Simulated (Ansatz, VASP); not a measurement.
**Two plane-wave programs on NaF**

```
Na F
1.0
     0.00000    2.31546    2.31546
     2.31546    0.00000    2.31546
     2.31546    2.31546    0.00000
Na F
1 1
Direct
  0.00000 0.00000 0.00000
  0.50000 0.50000 0.50000
```

Alike in both runs: task single point; functional r2SCAN; dispersion rVV10; k mesh 8 × 8 × 8; occupations gaussian, width 0.05 eV; no spin polarisation.

|  | VASP | Ansatz |
| --- | --- | --- |
| version | VASP 6.6.1 | Ansatz 0.2.0 |
| potentials or method | VASP PAW PBE potentials, release 64 (Na_pv, F), cutoff 520 eV | scalar-relativistic, plane waves, PAW |
| valence electrons in the cell | 14 | 16 |

```csv
,VASP,Ansatz,Ansatz less VASP
gap on the k mesh at the Fermi level (eV),7.10,7.07,-0.036
least direct gap on the mesh (eV),7.10,7.07,-0.036
pressure (GPa),-2.7,-2.0,+0.64
```

VASP's potentials were made for PBE, not for r2SCAN. VASP's potentials hold 14 valence electrons a cell and Ansatz's 16, so a difference there can come from the potentials and not from the codes.
